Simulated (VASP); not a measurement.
**SiO2: single point with r2SCAN**

The system is SiO2.

```xyz
6
Lattice="4.1852 0.0000 0.0000 0.0000 4.1852 0.0000 0.0000 0.0000 2.6688" Properties=species:S:1:pos:R:3 pbc="T T T"
Si    0.0000    0.0000    0.0000
Si    2.0926    2.0926    1.3344
O     1.2811    1.2811    0.0000
O     0.8115    3.3737    1.3344
O     3.3737    0.8115    1.3344
O     2.9041    2.9041    0.0000
```

```yaml
Program: VASP 6.6.1
Task: single point
Functional: r2SCAN
Potentials_or_basis: VASP PAW PBE potentials, release 64 (Si, O)
Cutoff: 520 eV
k_mesh: 6 × 6 × 10
Occupations: gaussian, width 0.01 eV
Spin: no spin polarisation
Dipole_correction: no
Further_INCAR_settings: ALGO = Normal; EDIFF = 1e-06; NBANDS = 25
```

```yaml
Pressure: 0.4 GPa
Largest_force: 0.021 eV/Å
Band_gap_on_the_k_mesh: 6.51 eV
```

Forces on the atoms (eV/Å):
```
Si   0.000  0.000  0.000
Si   0.000  0.000  0.000
O   -0.015 -0.015  0.000
O    0.015 -0.015  0.000
O   -0.015  0.015  0.000
O    0.015  0.015  0.000
```

Stress tensor (GPa, compression positive):
```
0.09 0.00 0.00
0.00 0.09 0.00
0.00 0.00 0.99
```

Levels at points of the mesh, in eV from the valence-band top:
```csv
k point,band 13,band 14,band 15,band 16,band 17,band 18,band 19,band 20
"(0.00, 0.00, 0.00)",-2.52,-0.88,-0.88,0.00,6.51,7.64,9.47,9.47
"(0.50, 0.00, 0.00)",-2.72,-2.72,-1.08,-1.08,8.70,8.70,10.05,10.05
"(0.50, 0.50, 0.00)",-2.68,-2.68,-2.32,-2.32,8.39,8.39,11.05,11.05
"(0.00, 0.00, 0.50)",-3.10,-3.10,-2.71,-2.71,10.14,10.14,13.74,13.74
"(0.50, 0.00, 0.50)",-2.31,-2.31,-1.80,-1.80,9.81,9.81,10.88,10.88
"(0.50, 0.50, 0.50)",-1.78,-1.78,-1.60,-1.60,8.15,8.15,12.00,12.00
```

Run time: 66 s on 1 thread of Intel(R) Xeon(R) 6975P-C (Granite Rapids) (shared host), peak memory 0.18 GiB.

Caveat: the PAW data sets were made with another functional, which shifts forces and pressure a little. A k mesh can miss the band edges.
